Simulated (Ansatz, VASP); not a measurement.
## WS2: VASP beside Ansatz

```
W S
1.0
     1.57368    0.90857    6.37540
    -1.57368    0.90857    6.37540
     0.00000   -1.81713    6.37540
W S
1 2
Direct
  0.99933 0.99933 0.99933
  0.74790 0.74790 0.74790
  0.58407 0.58407 0.58407
```

Alike in both runs: functional PBEsol; k mesh 12 × 12 × 12; no spin polarisation.

Ansatz relaxed the structure, and its values are those at the end. VASP's run is a single point on that final structure, the one shown.

|  | VASP | Ansatz |
| --- | --- | --- |
| version | VASP 6.6.1 | Ansatz 0.2.0 |
| potentials or method | VASP PAW PBE potentials, release 64 (W_sv, S), cutoff 520 eV | scalar-relativistic, plane waves, PAW |
| occupations | gaussian, width 0.01 eV | fixed |
| valence electrons in the cell | 26 | 26 |

|  | VASP | Ansatz | Ansatz less VASP |
| --- | --- | --- | --- |
| gap on the k mesh at the Fermi level (eV) | 1.17 | 1.15 | -0.015 |
| least direct gap on the mesh (eV) | 1.94 | 1.93 | -0.005 |
| pressure (GPa) | 0.1 | 0.0 | -0.11 |
| rms of the force components (eV/Å) | 0.010 | 0.000 | -0.0097 |

VASP's potentials were made for PBE, not for PBEsol.

Spin-orbit coupling is off throughout.
